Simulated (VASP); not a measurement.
Input of a VASP 6.6.1 run:

INCAR

```
  PREC = Accurate
  ENCUT = 600
  EDIFF = 1E-7
  ISMEAR = -1
  SIGMA = 0.05
  LREAL = F
  LASPH = T
  NELM = 60
  ALGO = Normal
  ISIF = 3
  LWAVE = F
  LCHARG = F
  GGA = PE
  IVDW = 13
  IBRION = 2
  NSW = 80
  EDIFFG = -0.01
```

File KPOINTS:

```
regular mesh
0
Gamma
  10 10 10
```

POSCAR

```
Mg
1.0
    0.0000000000      2.2442560000      2.2442560000
    2.2442560000      0.0000000000      2.2442560000
    2.2442560000      2.2442560000      0.0000000000
Mg
1
Direct
    0.0000000000      0.0000000000      0.0000000000
```

Potentials or basis: VASP PAW PBE potentials, release 64 (Mg).

The run is started by

```bash
$ cat potpaw_PBE.64/Mg/POTCAR > POTCAR
$ mpirun -np 1 vasp_std > vasp.out
```

(1) Predict the band gap on the k mesh.

(2) What does it give for the dispersion energy per atom?

(3) Predict the space group after relaxing (to 0.1 Å).

(4) Estimate the relaxed volume.

## Answers

(1) zero (bands 1 and 2 overlap by 2.13 eV).

(2) -0.077 eV.

(3) Fm-3m (No. 225).

(4) 22.68 Å³/atom.
